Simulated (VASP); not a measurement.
GaN:

```
Ga N
1.0
     3.18000    0.00000    0.00000
    -1.59000    2.75396    0.00000
     0.00000    0.00000    5.16600
Ga N
2 2
Direct
  0.33333 0.66667 0.00000
  0.66667 0.33333 0.50000
  0.33333 0.66667 0.37500
  0.66667 0.33333 0.87500
```

Base run:

```yaml
Program: VASP 6.6.1
Functional: RPBE
Potentials_or_basis: VASP PAW PBE potentials, release 64 (Ga_d, N)
Cutoff: 520 eV
k_mesh: 12 × 12 × 4
Occupations: gaussian, width 0.01 eV
Spin: no spin polarisation
```

Its results: band gap on the k mesh 2.03 eV, direct; pressure 11.2 GPa; largest force 0.138 eV/Å.

Problem. After a change of settings the same cell gave: band gap on the k mesh 1.97 eV, direct; pressure 7.3 GPa; largest force 0.134 eV/Å. Which change was it?
A. functional from RPBE to PBE
B. functional from RPBE to PBEsol; further incar settings from ALGO = Normal; EDIFF = 1e-06; NBANDS = 26 to ALGO = Normal; EDIFF = 1e-07; NBANDS = 26
C. functional from RPBE to revPBE

Solution. A.

PBE binds more tightly than RPBE, so the same cell stands under less pressure.

Caveats: the PAW data sets were made with another functional, which shifts forces and pressure a little (some runs).
